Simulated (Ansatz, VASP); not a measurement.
**WS2: VASP beside Ansatz**

File INCAR:

```
PREC = Accurate
ENCUT = 520
EDIFF = 1E-6
ISMEAR = 0
SIGMA = 0.05
LREAL = False
LASPH = True
NELM = 80
ALGO = Normal
ISIF = 2
LWAVE = False
LCHARG = False
GGA = PS
NBANDS = 20
```

Contents of KPOINTS:

```
regular mesh
0
Gamma
  12 12 12
```

The input POSCAR:

```
WS2
1.0
    1.5316303727      0.8842872080      6.1633300000
   -1.5316303727      0.8842872080      6.1633300000
    0.0000000000     -1.7685744160      6.1633300000
W S
1 2
Direct
    0.0000000000      0.0000000000      0.0000000000
    0.7503000000      0.7503000000      0.7503000000
    0.5810000000      0.5810000000      0.5810000000
```

Input for Ansatz:

```yaml
crystal:
  lattice:
    - [1.5316303727, 0.884287208, 6.16333]
    - [-1.5316303727, 0.884287208, 6.16333]
    - [0.0, -1.768574416, 6.16333]
  atoms:
    - { symbol: W, position: [0.0, 0.0, 0.0] }
    - { symbol: S, position: [0.7503, 0.7503, 0.7503] }
    - { symbol: S, position: [0.581, 0.581, 0.581] }
basis:
  ecutwfc: 420
kpoints:
  mp_grid: { grid: [12, 12, 12] }
hamiltonian:
  xc: pbesol
scf:
  occupations: { method: gaussian, width: 0.05 }
output:
  forces: true
  stress: true
  eigenvalues: true
  write_density: true
  write_potential: true
  elf: true
  volumetric_format: npy
```

Change from the starting cell: strain -0.030 along x and y, +0.000 along z, atoms carried along.

Alike in both runs: task single point; functional PBEsol; k mesh 12 × 12 × 12; occupations gaussian, width 0.05 eV; no spin polarisation.

```csv
,VASP,Ansatz
version,VASP 6.6.1,Ansatz 0.2.0
potentials or method,"VASP PAW PBE potentials, release 64 (W_sv, S), cutoff 520 eV","scalar-relativistic, plane waves, PAW"
valence electrons in the cell,26,26
```

|  | VASP | Ansatz | Ansatz less VASP |
| --- | --- | --- | --- |
| gap on the k mesh at the Fermi level (eV) | 1.04 | 1.02 | -0.018 |
| least direct gap on the mesh (eV) | 2.27 | 2.27 | -0.006 |
| pressure (GPa) | 10.8 | 10.7 | -0.16 |
| traceless stress, the component that is largest in VASP (GPa) | -2.64 | -2.65 | -0.009 |
| rms of the force components (eV/Å) | 0.438 | 0.429 | -0.0088 |

VASP's potentials were made for PBE, not for PBEsol. Atom by atom the forces differ by 0.011 eV/Å (rms over components).

Neither program's run includes spin-orbit coupling.
